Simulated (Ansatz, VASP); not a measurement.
**CdS in VASP and in Ansatz**

```
Cd S
1.0
     0.00000    2.91650    2.91650
     2.91650    0.00000    2.91650
     2.91650    2.91650    0.00000
Cd S
1 1
Cartesian
  0.0000 0.0000 0.0000
  4.3748 4.3748 4.3748
```

Alike in both runs: task relaxation of cell and atoms; functional BLYP; dispersion D3(BJ); k mesh 8 × 8 × 8; occupations fermi-dirac, width 0.05 eV; no spin polarisation.

|  | VASP | Ansatz |
| --- | --- | --- |
| version | VASP 6.6.1 | Ansatz 0.2.0 |
| potentials or method | VASP PAW PBE potentials, release 64 (Cd, S) | Ansatz PAW |
| plane-wave cutoff (eV) | 600 | 420 |
| valence electrons in the cell | 18 | 26 |

```csv
,VASP,Ansatz,Ansatz less VASP
relaxed volume (Å³/atom),25.40,25.22,-0.177
relaxed length of the cell vector where the two differ most in proportion (Å),4.157,4.147,-0.0097
```

VASP's potentials were made for PBE, not for BLYP. VASP's potentials hold 18 valence electrons a cell and Ansatz's 26, so a difference there can come from the potentials and not from the codes.

Noted on Ansatz's run: the plane-wave basis is chosen anew once the cell has moved, so the energies of steps on either side of that aren't comparable.
